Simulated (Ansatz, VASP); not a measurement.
## One calculation of GaN, two programs

File INCAR:

```
SYSTEM = GaN
ALGO = Normal
EDIFF = 1E-6
ENCUT = 520
GGA = PE
ISIF = 2
ISMEAR = 0
LASPH = .TRUE.
LCHARG = .FALSE.
LREAL = .FALSE.
LWAVE = .FALSE.
NBANDS = 26
NELM = 60
PREC = Accurate
SIGMA = 0.05
```

KPOINTS

```
k-points
0
G
  12 12 6
  0 0 0
```

The input POSCAR:

```
GaN
1.0
    3.1218760445      0.0000000000      0.0000000000
   -1.5609380223      2.7036239620      0.0000000000
    0.0000000000      0.0000000000      5.0857395182
Ga N
2 2
Direct
    0.3333333333      0.6666666667      0.9991316867
    0.6666666667      0.3333333333      0.4991316867
    0.3333333333      0.6666666667      0.3758683133
    0.6666666667      0.3333333333      0.8758683133
```

Input for Ansatz:

```yaml
crystal:
  lattice:
    - [3.1218760445, 0.0, 0.0]
    - [-1.5609380223, 2.703623962, 0.0]
    - [0.0, 0.0, 5.0857395182]
  atoms:
    - { symbol: Ga, position: [0.3333333333, 0.6666666667, 0.9991316867] }
    - { symbol: Ga, position: [0.6666666667, 0.3333333333, 0.4991316867] }
    - { symbol: "N", position: [0.3333333333, 0.6666666667, 0.3758683133] }
    - { symbol: "N", position: [0.6666666667, 0.3333333333, 0.8758683133] }
basis:
  ecutwfc: 420
kpoints:
  mp_grid: { grid: [12, 12, 6] }
hamiltonian:
  xc: pbe
scf:
  occupations: { method: gaussian, width: 0.05 }
output:
  forces: true
  stress: true
  eigenvalues: true
  write_density: true
  write_potential: true
  elf: true
  volumetric_format: npy
```

Change from the starting cell: strain -0.030 along x and y, -0.030 along z, atoms carried along.

Alike in both runs: task single point; functional PBE; k mesh 12 × 12 × 6; occupations gaussian, width 0.05 eV; no spin polarisation.

|  | VASP | Ansatz |
| --- | --- | --- |
| version | VASP 6.6.1 | Ansatz 0.2.0 |
| potentials or method | VASP PAW PBE potentials, release 64 (Ga_d, N), cutoff 520 eV | scalar-relativistic, plane waves, PAW |
| valence electrons in the cell | 36 | 36 |

```tsv
	VASP	Ansatz	Ansatz less VASP
gap on the k mesh at the Fermi level (eV)	2.33	2.32	-0.013
least direct gap on the mesh (eV)	2.33	2.32	-0.013
pressure (GPa)	19.2	19.3	+0.03
traceless stress, the component that is largest in VASP (GPa)	-0.05	-0.10	-0.044
rms of the force components (eV/Å)	0.011	0.011	0.0000
```

Atom by atom the forces differ by 0.000 eV/Å (rms over components).
